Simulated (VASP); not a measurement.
Here is a VASP 6.6.1 calculation.

The input INCAR:

```
SYSTEM = PbSe
PREC     = Accurate       ! precision mode
ENCUT    = 520            ! plane-wave cutoff, eV
EDIFF    = 1E-8           ! SCF threshold, eV
ISMEAR   = 0              ! smearing method
SIGMA    = 0.01           ! smearing width, eV
LREAL    = .False.        ! projectors in reciprocal space
LASPH    = .True.         ! aspherical terms in the spheres
NELM     = 80             ! most SCF steps
ALGO     = Normal         ! electronic algorithm
ISIF     = 2              ! what is computed and relaxed
LWAVE    = .False.        ! write WAVECAR
LCHARG   = .False.        ! write CHGCAR
GGA      = PS             ! functional
LEPSILON = .True.         ! dielectric tensor by DFPT
```

Contents of KPOINTS:

```
Automatic mesh
0
Gamma
  6 6 6
  0 0 0
```

The input POSCAR:

```
PbSe
1.0
    0.0000000000      3.0606500000      3.0606500000
    3.0606500000      0.0000000000      3.0606500000
    3.0606500000      3.0606500000      0.0000000000
Pb Se
1 1
Direct
    0.0000000000      0.0000000000      0.0000000000
    0.5000000000      0.5000000000      0.5000000000
```

Potentials or basis: VASP PAW PBE potentials, release 64 (Pb_d, Se).

The run is started by

```bash
$ cat potpaw_PBE.64/Pb_d/POTCAR potpaw_PBE.64/Se/POTCAR > POTCAR
$ mpirun -np 1 vasp_std > vasp.out
```

**Question.** What does it give for the electronic dielectric tensor (diagonal)?

**Answer.** 98.48.

**Question.** What does it give for the Born charges (mean of the diagonal)?

**Answer.** Pb +0.67; Se -0.67 e.

**Question.** Estimate the band gap on the k mesh.

**Answer.** 0.20 eV.

Electronic dielectric tensor:
```
98.48  0.00  0.00
 0.00 98.48  0.00
 0.00  0.00 98.48
```

Caveat: the gap is small at this level, which inflates the dielectric constant; spin-orbit coupling is left out, which moves the levels of the heavy elements. A k mesh can miss the band edges.
